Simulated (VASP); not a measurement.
# SiC (F-43m) in VASP: single point with HSE06

Aim: the single point of SiC with HSE06.

All numbers are computed with VASP 6.6.1; they aren't measurements. Logs are shortened: lines on timing, memory, paths and dates and some standing lists are left out, and cuts for length are marked.

### 1 The cell of the first run

Symmetry: F-43m, No. 216, cubic system. Conventional cell: a = 4.269 Å, b = 4.269 Å, c = 4.269 Å, α = 90.00°, β = 90.00°, γ = 90.00°. Within 2.5 Å of Si (site symmetry -43m) lie 4 C at 1.85 Å. Within 2.5 Å of C (site symmetry -43m) lie 4 Si at 1.85 Å.

### 2 Single point, HSE06 (strain -2.0%)

The input, POSCAR:

```
SiC
1.0
    0.0000000000      2.1344913040      2.1344913040
    2.1344913040      0.0000000000      2.1344913040
    2.1344913040      2.1344913040      0.0000000000
Si C
1 1
Direct
    0.0000000000      0.0000000000      0.0000000000
    0.2500000000      0.2500000000      0.2500000000
```

The input, INCAR.step1:

```
ALGO = Normal
EDIFF = 1E-5
ENCUT = 520
GGA = PE
ISIF = 2
ISMEAR = 0
LASPH = T
LREAL = F
LWAVE = T
NBANDS = 11
NELM = 60
PREC = Accurate
SIGMA = 0.01
```

The input, INCAR.step2:

```
ALGO = Normal
EDIFF = 1E-7
ENCUT = 520
GGA = PE
HFSCREEN = 0.2079
ISIF = 2
ISMEAR = 0
ISTART = 1
LASPH = T
LCHARG = T
LELF = T
LHFCALC = T
LREAL = F
LVHAR = T
LWAVE = F
NBANDS = 11
NELM = 60
PREC = Accurate
PRECFOCK = Normal
SIGMA = 0.01
```

The input, KPOINTS:

```
k-points
0
Gamma
  8 8 8
```

Potentials or basis: VASP PAW PBE potentials, release 64 (Si, C).

Run with:

```bash
> cat potpaw_PBE.64/Si/POTCAR potpaw_PBE.64/C/POTCAR > POTCAR
> cp INCAR.step1 INCAR
> mpirun -np 1 vasp_std > vasp.out
> cp INCAR.step2 INCAR
> mpirun -np 1 vasp_std > vasp.out
```

OUTCAR:

```text
EDIFF = 1E-7
   ENCUT = 520
   GGA = PE
   HFSCREEN = 0.2079
   ISIF = 2
   ISMEAR = 0
   ISTART = 1
   LASPH = T
   LHFCALC = T
   LREAL = F
   NELM = 60
   PREC = Accurate
   PRECFOCK = Normal

 ion  position               nearest neighbor table
   1  0.000  0.000  0.000-   2 1.85   2 1.85   2 1.85   2 1.85
   2  0.250  0.250  0.250-   1 1.85   1 1.85   1 1.85   1 1.85

  LATTYP: Found a face centered cubic cell.
 ALAT       =     4.2689826080

  Lattice vectors:

 A1 = (   0.0000000000,   2.1344913040,   2.1344913040)
 A2 = (   2.1344913040,   0.0000000000,   2.1344913040)
 A3 = (   2.1344913040,   2.1344913040,   0.0000000000)

Analysis of symmetry for initial positions (statically):
=====================================================================
 Subroutine PRICEL returns:
 Original cell was already a primitive cell.

 Routine SETGRP: Setting up the symmetry group for a
 face centered cubic supercell.

 Subroutine GETGRP returns: Found 24 space group operations
 (whereof 24 operations were pure point group operations)
 out of a pool of 48 trial point group operations.

The static configuration has the point symmetry T_d .

Analysis of symmetry for dynamics (positions and initial velocities):
=====================================================================
 Subroutine PRICEL returns:
 Original cell was already a primitive cell.

 Routine SETGRP: Setting up the symmetry group for a
 face centered cubic supercell.

 Subroutine GETGRP returns: Found 24 space group operations
 (whereof 24 operations were pure point group operations)
 out of a pool of 48 trial point group operations.

The dynamic configuration has the point symmetry T_d .

 Subroutine INISYM returns: Found 24 space group operations
 (whereof 24 operations are pure point group operations),
 and found     1 'primitive' translations

----------------------------------------------------------------------------------------

                                     Primitive cell

  volume of cell :      19.4497

  direct lattice vectors                    reciprocal lattice vectors
     0.000000000  2.134491304  2.134491304    -0.234247851  0.234247851  0.234247851
     2.134491304  0.000000000  2.134491304     0.234247851 -0.234247851  0.234247851
     2.134491304  2.134491304  0.000000000     0.234247851  0.234247851 -0.234247851

  length of vectors
     3.018626551  3.018626551  3.018626551     0.405729179  0.405729179  0.405729179

  position of ions in fractional coordinates (direct lattice)
     0.000000000  0.000000000  0.000000000
     0.250000000  0.250000000  0.250000000

  ion indices of the primitive-cell ions
   primitive index   ion index
                 1           1
                 2           2

----------------------------------------------------------------------------------------

 KPOINTS: k-points

Automatic generation of k-mesh.
 Grid dimensions read from file:
 generate k-points for:    8    8    8

 Generating k-lattice:

  Cartesian coordinates                     Fractional coordinates (reciprocal lattice)
    -0.029280981  0.029280981  0.029280981     0.125000000  0.000000000  0.000000000
     0.029280981 -0.029280981  0.029280981     0.000000000  0.125000000  0.000000000
     0.029280981  0.029280981 -0.029280981     0.000000000  0.000000000  0.125000000

  Length of vectors
     0.050716147  0.050716147  0.050716147

  Shift w.r.t. Gamma in fractional coordinates (k-lattice)
     0.000000000  0.000000000  0.000000000

 Subroutine IBZKPT returns following result:
 ===========================================

 Found     29 irreducible k-points:

 Following reciprocal coordinates:
            Coordinates               Weight
  0.000000  0.000000  0.000000      1.000000
  0.125000  0.000000  0.000000      8.000000
  0.250000  0.000000  0.000000      8.000000
  0.375000  0.000000  0.000000      8.000000
  0.500000  0.000000  0.000000      4.000000
  0.125000  0.125000  0.000000      6.000000
[... 16 lines left out ...]
  0.500000  0.250000  0.125000     48.000000
 -0.375000  0.250000  0.125000     24.000000
 [... further k-points ...]
   k-points           NKPTS =     29   k-points in BZ     NKDIM =    512   number of bands    NBANDS=     11
   number of dos      NEDOS =    301   number of ions     NIONS =      2
   total plane-waves  NPLWV =  13824
   dimension x,y,z NGX =    24 NGY =   24 NGZ =   24
   dimension x,y,z NGXF=    48 NGYF=   48 NGZF=   48
   ions per type =               1   1
   NGX,Y,Z   is equivalent  to a cutoff of  13.22, 13.22, 13.22 a.u.
   NGXF,Y,Z  is equivalent  to a cutoff of  26.44, 26.44, 26.44 a.u.
 SYSTEM =  unknown system
   PREC   = accura    normal or accurate (medium, high low for compatibility)
   ISTART =      1    job   : 0-new  1-cont  2-samecut
   ICHARG =      0    charge: 1-file 2-atom 10-const
   ISPIN  =      1    spin polarized calculation?
   LNONCOLLINEAR =      F non collinear calculations
   LSORBIT =      F    spin-orbit coupling
   LASPH  =      T    aspherical Exc in radial PAW
   ENCUT  =  520.0 eV  38.22 Ry    6.18 a.u.   5.61  5.61  5.61*2*pi/ulx,y,z
   NELM   =     60;   NELMIN=  2; NELMDL=  0     # of ELM steps
   EDIFF  = 0.1E-06   stopping-criterion for ELM
   LREAL  =      F    real-space projection
   EDIFFG = 0.1E-05   stopping-criterion for IOM
   NSW    =      0    number of steps for IOM
   IBRION =     -1    ionic relax: 0-MD 1-quasi-New 2-CG
   NFREE  =      0    steps in history (QN), initial steepest desc. (CG)
   ISIF   =      2    stress and relaxation
   ISYM   =      3    0-nonsym 1-usesym 2-fastsym
   POTIM  = 0.5000    time-step for ionic-motion
   TEBEG  =    0.0;   TEEND  =   0.0 temperature during run
   PSTRESS=    0.0 pullay stress
   NELECT =       8.0000    total number of electrons
   NUPDOWN=      -1.0000    fix difference up-down
   EMIN   =  10.00;   EMAX   =-10.00  energy-range for DOS
   EFERMI =   0.00;   METHOD = LEGACY
   ISMEAR =     0;   SIGMA  =   0.01  broadening in eV -4-tet -1-fermi 0-gaus
   EFERMI_NEDOS =   21; number of points for ismear=-14 and -15
   IALGO  =     38    algorithm
   IMIX   =      1    mixing-type and parameters
     AMIX     =   0.40;   BMIX     =  1.00
     AMIX_MAG =   1.60;   BMIX_MAG =  1.00
  volume/ion in A,a.u.               =       9.72        65.63
  Fermi-wavevector in a.u.,A,eV,Ry     =   1.217495  2.300732 20.167828  1.482294
  Thomas-Fermi vector in A             =   2.352813
   LORBIT       =      0    0 simple, 1 ext, 2 COOP (PROOUT), +10 PAW based schemes
   GGA     = PE    functional components
   LHFCALC =     T    Hartree Fock is set to
   PRECFOCK=normal    Normal, Fast or Accurate (Low or Medium for compatibility)
   ENCUT4O =  -1.0   cutoff for four orbital integrals eV
   NKREDX  =     1    reduce k-point grid by
   NKREDY  =     1    reduce k-point grid by
   NKREDZ  =     1    reduce k-point grid by
   AEXX    =    0.2500 exact exchange contribution
   HFSCREEN=    0.2079 screening length (either q_TF or 0.3 A-1)
   HFSCREENC=   0.2079 screening length for correlation (either q_TF or 0.3 A-1)
   ENCUTFOCK=  -1.0 apply spherical cutoff to Coloumb kernel
   IVDW    =     0    specifies the selected vdW correction
   LEPSILON=     F    determine dielectric tensor
   LRPA    =     F    only Hartree local field effects (RPA)
 non-spin polarized calculation
 Gauss-broadening in eV      SIGMA  =   0.01
  energy-cutoff  :      520.00
  volume of cell :       19.45
 maximum number of plane-waves:       544
 NGX is ok and might be reduce to    24
  NGX = 18; NGY = 18; NGZ = 18

 number of electron       7.9999999 magnetization

 Free energy of the ion-electron system (eV)
  ---------------------------------------------------
  ext. energy  EPLUGINS =         0.00000000
  ---------------------------------------------------
  free energy    TOTEN  =       -17.37868292 eV

  energy without entropy =      -17.37868292  energy(sigma->0) =      -17.37868292

 E-fermi :   8.2492     XC(G=0):  -9.5656

 val. band max:        8.1810670977   @ k =   0.0000   0.0000   0.0000
 cond. band min:      10.3719359500   @ k =   0.5000   0.5000   0.0000
 fundamental gap:      2.1908688523
 Fermi energy:         8.2492293394

 k-point     1 :       0.0000    0.0000    0.0000
  band No.  band energies     occupation
      1      -9.3239      2.00000
      2       8.1811      2.00000
      3       8.1811      2.00000
      4       8.1811      2.00000
      5      16.4961      0.00000
      6      17.2505      0.00000
      7      17.2505      0.00000
      8      17.2505      0.00000
      9      24.6749      0.00000
     10      24.6749      0.00000
     11      27.1863      0.00000

 k-point     2 :       0.1250    0.0000    0.0000
  band No.  band energies     occupation
      1      -8.9766      2.00000
      2       6.5507      2.00000
      3       7.9611      2.00000
      4       7.9611      2.00000
      5      16.5470      0.00000
      6      17.6479      0.00000
      7      17.6479      0.00000
      8      18.0204      0.00000
      9      23.2917      0.00000
     10      23.2917      0.00000
     11      26.2744      0.00000

 k-point     3 :       0.2500    0.0000    0.0000
  band No.  band energies     occupation
      1      -7.9593      2.00000
      2       3.3611      2.00000
      3       7.5126      2.00000
      4       7.5126      2.00000
      5      15.9946      0.00000
      6      17.8478      0.00000
      7      17.8478      0.00000
      8      19.6590      0.00000
      9      23.1831      0.00000
     10      23.1831      0.00000
     11      25.3972      0.00000
[... 267 lines left out ...]
 k-point    23 :       0.5000    0.2500    0.1250
  band No.  band energies     occupation
      1      -5.5818      2.00000
      2       0.8400      2.00000
      3       4.1469      2.00000
      4       6.0329      2.00000
      5      14.8027      0.00000
      6      17.5387      0.00000
      7      19.3605      0.00000
      8      20.7339      0.00000
      9      23.9162      0.00000
     10      27.1364      0.00000
     11      30.0083      0.00000

 k-point    24 :      -0.3750    0.2500    0.1250
  band No.  band energies     occupation
      1      -4.4893      2.00000
      2      -0.6853      2.00000
      3       4.0331      2.00000
      4       5.6420      2.00000
      5      14.7184      0.00000
      6      17.2062      0.00000
      7      20.3859      0.00000
      8      21.4247      0.00000
      9      23.9411      0.00000
     10      26.7581      0.00000
     11      30.0191      0.00000

 [... further k-points ...]

------------------------ aborting loop because EDIFF is reached ----------------------------------------

  FORCE on cell =-STRESS in cart. coord.  units (eV):
  Direction    XX          YY          ZZ          XY          YZ          ZX
  --------------------------------------------------------------------------------------
  -------------------------------------------------------------------------------------
  Total        1.6918177      1.6918177      1.6918177     -0.0000000      0.0000000      0.0000000
  in kB      139.3641220    139.3641220    139.3641220     -0.0000000      0.0000000      0.0000000
  external PRESSURE =     139.3641220 kB  Pullay stress =       0.0000000 kB

 VOLUME and BASIS-vectors are now :
 -----------------------------------------------------------------------------
  energy-cutoff  :      520.00
  volume of cell :       19.45
      direct lattice vectors                 reciprocal lattice vectors
     0.000000000  2.134491304  2.134491304    -0.234247851  0.234247851  0.234247851
     2.134491304  0.000000000  2.134491304     0.234247851 -0.234247851  0.234247851
     2.134491304  2.134491304  0.000000000     0.234247851  0.234247851 -0.234247851

 POSITION                                       TOTAL-FORCE (eV/Angst)
 -----------------------------------------------------------------------------------
      0.00000      0.00000      0.00000         0.000000      0.000000      0.000000
      1.06725      1.06725      1.06725        -0.000000     -0.000000     -0.000000
 -----------------------------------------------------------------------------------
    total drift:                                0.000000      0.000000      0.000000

  FREE ENERGIE OF THE ION-ELECTRON SYSTEM (eV)
  ---------------------------------------------------
  free  energy   TOTEN  =       -17.3786829246 eV

  energy  without entropy=      -17.3786829246  energy(sigma->0) =      -17.37868292
```

Run time: 16 min. Hardware: 1 thread of Intel Xeon Platinum 8488C (Sapphire Rapids), shared host; peak memory 0.25 GiB.

Results:

- Free energy: -17.3787 eV
- Pressure: 13.9 GPa
- Band gap on the k mesh: 2.19 eV (least direct gap 5.81 eV)

Caveat: the cell differs from its parent crystal (strain -2.0%); the cell stands under pressure; the PAW data sets were made with another functional, which shifts forces and pressure a little. A k mesh can miss the band edges.
